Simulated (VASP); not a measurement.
Write the native input for VASP 6.6.1 that does the following.

```
Task                   : single point
Functional             : PBE
Potentials or basis    : VASP PAW PBE potentials, release 64 (Hf_pv, O)
Cutoff                 : 520 eV
k mesh                 : 1 × 1 × 1
Occupations            : fermi-dirac, width 0.01 eV
Spin                   : no spin polarisation
Dipole correction      : no
Further INCAR settings : ALGO = Normal; EDIFF = 1e-06; NBANDS = 109
```

The structure of Hf8O17 (a cell with a defect) lies in POSCAR:

```
Hf8O17
1.0
   -0.8929106200      5.2124939800      5.2775973300
    4.2687115500      0.0000000000      5.2725637200
    5.1616221700      5.2124939800     -0.0050336100
Hf O
8 17
Direct
    0.4632959833      0.2649791552     -0.0001739137
    0.9509528992      0.7468458303      0.5266023804
    0.0222373537      0.7783811629      0.9404937341
    0.5240043269      0.2702094090      0.4404717990
    0.0654341898      0.2242828218      0.4960206553
    0.5644146466      0.7356631102      0.9823679552
    0.5024189108      0.7143812195      0.5499437434
    1.0059973877      0.2289836508      0.0558281072
    0.1449009351      0.8382339176      0.6060324981
    0.6472710689      0.3390573405      0.1049937807
    0.1229228842      0.4149242622      0.1289525146
    0.6173793612      0.9096065509      0.6337733547
    0.3823633109      0.6530588743      0.8830871674
    0.8782535736      0.1507004630      0.3851130653
    0.4022475917      0.0796666805      0.3642446125
    0.9037960328      0.5837239041      0.8631993892
    0.3211578841      0.0327626045      0.0395166811
    0.8054271006      0.4999325537      0.5785432268
    0.0598129842      0.1134737730      0.8080769390
    0.5669496883      0.6187228241      0.2935620009
    0.2053435010      0.4563061616      0.4610259977
    0.7143277427      0.9794214372      0.9230203353
    0.4529070356      0.3797359177      0.6917072360
    0.8590272073      0.8456064302      0.2416716179
    0.0750069418      0.8478893204      0.1813618915
```

The input as run:

INCAR

```
SYSTEM = Hf8O17
ALGO = Normal
EDIFF = 1E-6
ENCUT = 520
GGA = PE
GGA_COMPAT = .False.
ISIF = 2
ISMEAR = -1
LASPH = .True.
LCHARG = .False.
LREAL = .False.
LWAVE = .False.
NBANDS = 109
NELM = 120
PREC = Accurate
SIGMA = 0.01
```

KPOINTS

```
k-points
0
Gamma
  1 1 1
  0 0 0
```

Potentials or basis: VASP PAW PBE potentials, release 64 (Hf_pv, O).

Launch:

```sh
$ cat potpaw_PBE.64/Hf_pv/POTCAR potpaw_PBE.64/O/POTCAR > POTCAR
$ mpirun -np 1 vasp_gam > vasp.out
```

Results of the run:

The pressure is -1.5 GPa and the largest force is 0.216 eV/Å.

Caveat: the k points lie up to 1.11 Å⁻¹ apart.

Run time: 62 s on 1 thread of AMD EPYC 7R43 64-Core Processor (Zen 3), on a shared host, peak memory 0.33 GiB.
